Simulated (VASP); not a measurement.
# Sn (Fd-3m) in VASP: a series of runs, part 2 of 3

VASP 6.6.1. Earlier steps stand in the parts before.

### 3 Single point, r2SCAN

The input, POSCAR:

```
Sn
1.0
    0.0000000000      3.2840539893      3.2840539893
    3.2840539893      0.0000000000      3.2840539893
    3.2840539893      3.2840539893      0.0000000000
Sn
2
Direct
    0.5000000000      0.5000000000      0.5000000000
    0.7500000000      0.7500000000      0.7500000000
```

The input, INCAR.step1:

```
PREC = Accurate
ENCUT = 520
ISMEAR = -1
SIGMA = 0.1
LREAL = F
LASPH = T
NELM = 80
NBANDS = 21
GGA = PE
ALGO = Normal
EDIFF = 1E-4
LWAVE = T
LCHARG = F
```

The input, INCAR.step2:

```
PREC = Accurate
ENCUT = 520
EDIFF = 1E-6
ISMEAR = -1
SIGMA = 0.1
LREAL = F
LASPH = T
NELM = 80
ALGO = Normal
ISIF = 2
LWAVE = F
LCHARG = F
METAGGA = R2SCAN
LMIXTAU = T
NBANDS = 21
ISTART = 1
```

The input, KPOINTS:

```
regular mesh
0
Gamma
  2 2 2
```

Potentials or basis: VASP PAW PBE potentials, release 64 (Sn_d).

Run with:

```bash
cat potpaw_PBE.64/Sn_d/POTCAR > POTCAR
cp INCAR.step1 INCAR
mpirun -np 1 vasp_std > vasp.out
cp INCAR.step2 INCAR
mpirun -np 1 vasp_std > vasp.out
```

OUTCAR:

```text
PREC = Accurate
   ENCUT = 520
   EDIFF = 1E-6
   ISMEAR = -1
   LREAL = F
   LASPH = T
   NELM = 80
   ISIF = 2
   METAGGA = R2SCAN
   ISTART = 1

 ion  position               nearest neighbor table
   1  0.500  0.500  0.500-   2 2.84   2 2.84   2 2.84   2 2.84
   2  0.750  0.750  0.750-   1 2.84   1 2.84   1 2.84   1 2.84

  LATTYP: Found a face centered cubic cell.
 ALAT       =     6.5681079786

  Lattice vectors:

 A1 = (   0.0000000000,   3.2840539893,   3.2840539893)
 A2 = (   3.2840539893,   0.0000000000,   3.2840539893)
 A3 = (   3.2840539893,   3.2840539893,   0.0000000000)

Analysis of symmetry for initial positions (statically):
=====================================================================
 Subroutine PRICEL returns:
 Original cell was already a primitive cell.

 Routine SETGRP: Setting up the symmetry group for a
 face centered cubic supercell.

 Subroutine GETGRP returns: Found 48 space group operations
 (whereof 24 operations were pure point group operations)
 out of a pool of 48 trial point group operations.

The static configuration has the point symmetry T_d .
 The point group associated with its full space group is O_h .

Analysis of symmetry for dynamics (positions and initial velocities):
=====================================================================
 Subroutine PRICEL returns:
 Original cell was already a primitive cell.

 Routine SETGRP: Setting up the symmetry group for a
 face centered cubic supercell.

 Subroutine GETGRP returns: Found 48 space group operations
 (whereof 24 operations were pure point group operations)
 out of a pool of 48 trial point group operations.

The dynamic configuration has the point symmetry T_d .
 The point group associated with its full space group is O_h .

 Subroutine INISYM returns: Found 48 space group operations
 (whereof 24 operations are pure point group operations),
 and found     1 'primitive' translations

----------------------------------------------------------------------------------------

                                     Primitive cell

  volume of cell :      70.8371

  direct lattice vectors                    reciprocal lattice vectors
     0.000000000  3.284053989  3.284053989    -0.152250847  0.152250847  0.152250847
     3.284053989  0.000000000  3.284053989     0.152250847 -0.152250847  0.152250847
     3.284053989  3.284053989  0.000000000     0.152250847  0.152250847 -0.152250847

  length of vectors
     4.644353691  4.644353691  4.644353691     0.263706202  0.263706202  0.263706202

  position of ions in fractional coordinates (direct lattice)
     0.500000000  0.500000000  0.500000000
     0.750000000  0.750000000  0.750000000

  ion indices of the primitive-cell ions
   primitive index   ion index
                 1           1
                 2           2

----------------------------------------------------------------------------------------

 KPOINTS: regular mesh

Automatic generation of k-mesh.
 Grid dimensions read from file:
 generate k-points for:    2    2    2

 Generating k-lattice:

  Cartesian coordinates                     Fractional coordinates (reciprocal lattice)
    -0.076125423  0.076125423  0.076125423     0.500000000  0.000000000  0.000000000
     0.076125423 -0.076125423  0.076125423     0.000000000  0.500000000  0.000000000
     0.076125423  0.076125423 -0.076125423     0.000000000  0.000000000  0.500000000

  Length of vectors
     0.131853101  0.131853101  0.131853101

  Shift w.r.t. Gamma in fractional coordinates (k-lattice)
     0.000000000  0.000000000  0.000000000

 Subroutine IBZKPT returns following result:
 ===========================================

 Found      3 irreducible k-points:

 Following reciprocal coordinates:
            Coordinates               Weight
  0.000000  0.000000  0.000000      1.000000
  0.500000  0.000000  0.000000      4.000000
  0.500000  0.500000  0.000000      3.000000
   k-points           NKPTS =      3   k-points in BZ     NKDIM =      3   number of bands    NBANDS=     21
   number of dos      NEDOS =    301   number of ions     NIONS =      2
   total plane-waves  NPLWV =  46656
   dimension x,y,z NGX =    36 NGY =   36 NGZ =   36
   dimension x,y,z NGXF=    72 NGYF=   72 NGZF=   72
   ions per type =               2
   NGX,Y,Z   is equivalent  to a cutoff of  12.89, 12.89, 12.89 a.u.
   NGXF,Y,Z  is equivalent  to a cutoff of  25.77, 25.77, 25.77 a.u.
 SYSTEM =  unknown system
   PREC   = accura    normal or accurate (medium, high low for compatibility)
   ISTART =      1    job   : 0-new  1-cont  2-samecut
   ICHARG =      0    charge: 1-file 2-atom 10-const
   ISPIN  =      1    spin polarized calculation?
   LNONCOLLINEAR =      F non collinear calculations
   LSORBIT =      F    spin-orbit coupling
   LASPH  =      T    aspherical Exc in radial PAW
   ENCUT  =  520.0 eV  38.22 Ry    6.18 a.u.   8.64  8.64  8.64*2*pi/ulx,y,z
   NELM   =     80;   NELMIN=  2; NELMDL=  0     # of ELM steps
   EDIFF  = 0.1E-05   stopping-criterion for ELM
   LREAL  =      F    real-space projection
   EDIFFG = 0.1E-04   stopping-criterion for IOM
   NSW    =      0    number of steps for IOM
   IBRION =     -1    ionic relax: 0-MD 1-quasi-New 2-CG
   NFREE  =      0    steps in history (QN), initial steepest desc. (CG)
   ISIF   =      2    stress and relaxation
   ISYM   =      2    0-nonsym 1-usesym 2-fastsym
   POTIM  = 0.5000    time-step for ionic-motion
   TEBEG  =    0.0;   TEEND  =   0.0 temperature during run
   PSTRESS=    0.0 pullay stress
   NELECT =      28.0000    total number of electrons
   NUPDOWN=      -1.0000    fix difference up-down
   EMIN   =  10.00;   EMAX   =-10.00  energy-range for DOS
   EFERMI =   0.00;   METHOD = LEGACY
   ISMEAR =    -1;   SIGMA  =   0.10  broadening in eV -4-tet -1-fermi 0-gaus
   EFERMI_NEDOS =   21; number of points for ismear=-14 and -15
   IALGO  =     38    algorithm
   IMIX   =      4    mixing-type and parameters
     AMIX     =   0.40;   BMIX     =  1.00
     AMIX_MAG =   1.60;   BMIX_MAG =  1.00
  volume/ion in A,a.u.               =      35.42       239.02
  Fermi-wavevector in a.u.,A,eV,Ry     =   1.201454  2.270419 19.639904  1.443492
  Thomas-Fermi vector in A             =   2.337263
   LORBIT       =      0    0 simple, 1 ext, 2 COOP (PROOUT), +10 PAW based schemes
   METAGGA = R2SCAN    functional components
   LHFCALC =     F    Hartree Fock is set to
   AEXX    =    0.0000 exact exchange contribution
   IVDW    =     0    specifies the selected vdW correction
   LEPSILON=     F    determine dielectric tensor
   LRPA    =     F    only Hartree local field effects (RPA)
 non-spin polarized calculation
  energy-cutoff  :      520.00
  volume of cell :       70.84
 maximum number of plane-waves:      1924
 NGX is ok and might be reduce to    36
   NGX = 17   NGY = 17   NGZ = 17

 number of electron      27.9999984 magnetization

 Free energy of the ion-electron system (eV)
  ---------------------------------------------------
  ext. energy  EPLUGINS =         0.00000000
  ---------------------------------------------------
  free energy    TOTEN  =       -47.36298266 eV

  energy without entropy =      -47.25776236  energy(sigma->0) =      -47.31037251

 E-fermi :   5.2851     XC(G=0):  -9.3107

 val. band max:        4.7411092660   @ k =   0.0000   0.0000   0.0000
 cond. band min:       5.3598658460   @ k =   0.0000   0.0000   0.0000
 fundamental gap:      0.6187565800
 Fermi energy:         5.2851308668

 k-point     1 :       0.0000    0.0000    0.0000
  band No.  band energies     occupation
      1     -16.8103      2.00000
      2     -16.8103      2.00000
      3     -16.8103      2.00000
      4     -16.7521      2.00000
      5     -16.7521      2.00000
      6     -16.4527      2.00000
[... 13 lines left out ...]
     20      13.4884      0.00000
     21      13.4884      0.00000

 k-point     2 :       0.5000    0.0000    0.0000
  band No.  band energies     occupation
      1     -16.8461      2.00000
      2     -16.8461      2.00000
      3     -16.7851      2.00000
      4     -16.6925      2.00000
      5     -16.6925      2.00000
      6     -16.5059      2.00000
[... 13 lines left out ...]
     20      14.4144      0.00000
     21      14.4184      0.00000

 k-point     3 :       0.5000    0.5000    0.0000
  band No.  band energies     occupation
      1     -16.8610      2.00000
      2     -16.8610      2.00000
      3     -16.7297      2.00000
      4     -16.7297      2.00000
      5     -16.5930      2.00000
      6     -16.5930      2.00000
[... 13 lines left out ...]
     20      14.8569      0.00000
     21      16.0369      0.00000

------------------------ aborting loop because EDIFF is reached ----------------------------------------

  FORCE on cell =-STRESS in cart. coord.  units (eV):
  Direction    XX          YY          ZZ          XY          YZ          ZX
  --------------------------------------------------------------------------------------
  -------------------------------------------------------------------------------------
  Total        3.4676680      3.4676680      3.4676680      0.0000000      0.0000000      0.0000000
  in kB       78.4309051     78.4309051     78.4309051      0.0000000      0.0000000      0.0000000
  external PRESSURE =      78.4309051 kB  Pullay stress =       0.0000000 kB

 VOLUME and BASIS-vectors are now :
 -----------------------------------------------------------------------------
  energy-cutoff  :      520.00
  volume of cell :       70.84
      direct lattice vectors                 reciprocal lattice vectors
     0.000000000  3.284053989  3.284053989    -0.152250847  0.152250847  0.152250847
     3.284053989  0.000000000  3.284053989     0.152250847 -0.152250847  0.152250847
     3.284053989  3.284053989  0.000000000     0.152250847  0.152250847 -0.152250847

 POSITION                                       TOTAL-FORCE (eV/Angst)
 -----------------------------------------------------------------------------------
      3.28405      3.28405      3.28405         0.000000      0.000000      0.000000
      4.92608      4.92608      4.92608        -0.000000     -0.000000     -0.000000
 -----------------------------------------------------------------------------------
    total drift:                                0.000000      0.000000      0.000000

  FREE ENERGIE OF THE ION-ELECTRON SYSTEM (eV)
  ---------------------------------------------------
  free  energy   TOTEN  =       -47.3629826586 eV

  energy  without entropy=      -47.2577623572  energy(sigma->0) =      -47.31037251
```

Run time: 60 s. Hardware: 1 thread of AMD EPYC 7R13, shared host; peak memory 0.18 GiB.

Results:

```
Free energy            : -47.3630 eV
Pressure               : 7.8 GPa
Band gap on the k mesh : zero (filled and empty bands touch)
```

Caveat: the k points lie up to 0.83 Å⁻¹ apart; the PAW data sets were made with another functional, which shifts forces and pressure a little; spin-orbit coupling is left out, which moves the levels of the heavy elements.

### 4 Single point, r2SCAN

POSCAR is that of step 3.

INCAR.step1 is that of step 3.

INCAR.step2 is that of step 3.

The input, KPOINTS:

```
regular mesh
0
Gamma
  3 3 3
```

Run with:

```bash
cat potpaw_PBE.64/Sn_d/POTCAR > POTCAR
cp INCAR.step1 INCAR
mpirun -np 1 vasp_std > vasp.out
cp INCAR.step2 INCAR
mpirun -np 1 vasp_std > vasp.out
```

It took 75 s on 1 thread of AMD EPYC 7R13, shared host; peak memory 0.18 GiB.

Results (log left out):

| Quantity | Value |
| --- | --- |
| Free energy | -48.9460 eV |
| Pressure | 1.7 GPa |
| Band gap on the k mesh | zero (filled and empty bands touch) |

Levels at points of the mesh, in eV from the Fermi level:
| k point | band 11 | band 12 | band 13 | band 14 | band 15 | band 16 | band 17 | band 18 |
| --- | --- | --- | --- | --- | --- | --- | --- | --- |
| (0.00, 0.00, 0.00) | -10.87 | -0.60 | 0.02 | 0.02 | 0.02 | 2.22 | 2.22 | 2.22 |

Caveat: the k points lie up to 0.55 Å⁻¹ apart; the PAW data sets were made with another functional, which shifts forces and pressure a little; spin-orbit coupling is left out, which moves the levels of the heavy elements.

[end of part 2 of 3]
